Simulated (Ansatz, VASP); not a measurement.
## Two plane-wave programs on KP5

```
K P
1.0
     5.82341    0.00000    0.00000
    -2.91171    5.04322    0.00000
     0.00000    0.00000    4.85209
K P
1 5
Direct
  0.00000 0.00000 0.00000
  0.50000 0.00000 0.50000
  0.50000 0.50000 0.50000
  0.00000 0.50000 0.50000
  0.33333 0.66667 0.00000
  0.66667 0.33333 0.00000
```

Change from the starting cell: species swapped into the GdRh5 type (P6/mmm, No. 191).

Alike in both runs: task relaxation of cell and atoms; functional PBE; k mesh 3 × 3 × 4; occupations gaussian, width 0.1 eV; no spin polarisation.

|  | VASP | Ansatz |
| --- | --- | --- |
| version | VASP 6.6.1 | Ansatz 0.2.0 |
| potentials or method | VASP PAW PBE potentials, release 64 (K_sv, P), cutoff 600 eV | scalar-relativistic, plane waves, PAW |
| valence electrons in the cell | 34 | 34 |

Ansatz gave:

- gap on the k mesh at the Fermi level, each at its own relaxed structure (eV): none
- relaxed volume (Å³/atom): 18.76
- relaxed cell length with the largest relative difference (Å): 3.432

Q: Estimate VASP's values.

A: gap on the k mesh at the Fermi level, each at its own relaxed structure (eV): none; relaxed volume (Å³/atom): 18.93; relaxed cell length with the largest relative difference (Å): 3.219.

A gap of «none» marks a metal or a gap that the smearing closes. One of these differences is far larger than is usual between the two programs; its cause wasn't traced.

The k mesh is coarse, so the values compare programs but aren't converged. Noted on VASP's run: the volume moved by over 15 % at a fixed basis, so the end points are rough.
